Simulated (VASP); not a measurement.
Input of a VASP 6.6.1 run:

Contents of INCAR:

```
PREC = Accurate
ENCUT = 520
EDIFF = 1E-7
ISMEAR = 0
SIGMA = 0.05
LREAL = False
LASPH = True
NELM = 60
ALGO = Normal
ISIF = 2
LWAVE = False
LCHARG = False
GGA = PE
NBANDS = 17
```

KPOINTS

```
regular mesh
0
Gamma
  8 8 8
```

The input POSCAR:

```
TePb
1.0
    0.0000000000      3.2270000000      3.2270000000
    3.2270000000      0.0000000000      3.2270000000
    3.2270000000      3.2270000000      0.0000000000
Te Pb
1 1
Direct
    0.5000000000      0.5000000000      0.5000000000
    0.0677874187      0.0677874187     -0.0677874187
```

Potentials or basis: VASP PAW PBE potentials, release 64 (Te, Pb_d).

Launch:

```sh
$ cat potpaw_PBE.64/Te/POTCAR potpaw_PBE.64/Pb_d/POTCAR > POTCAR
$ mpirun -np 1 vasp_std > vasp.out
```

Task: Estimate the largest force.

Result: 1.369 eV/Å.

Task: Estimate the pressure.

Result: 4.9 GPa.

Stress tensor (GPa, compression positive):
```
 2.12  0.00  0.00
 0.00  2.12  0.00
 0.00  0.00 10.57
```

Caveat: the cell differs from its parent crystal (all Pb atoms moved +0.438 Å, as atom 2 along Cartesian [0 0 1]); forces of over 1 eV/Å act on the atoms, so gaps and moduli don't describe the material at rest.
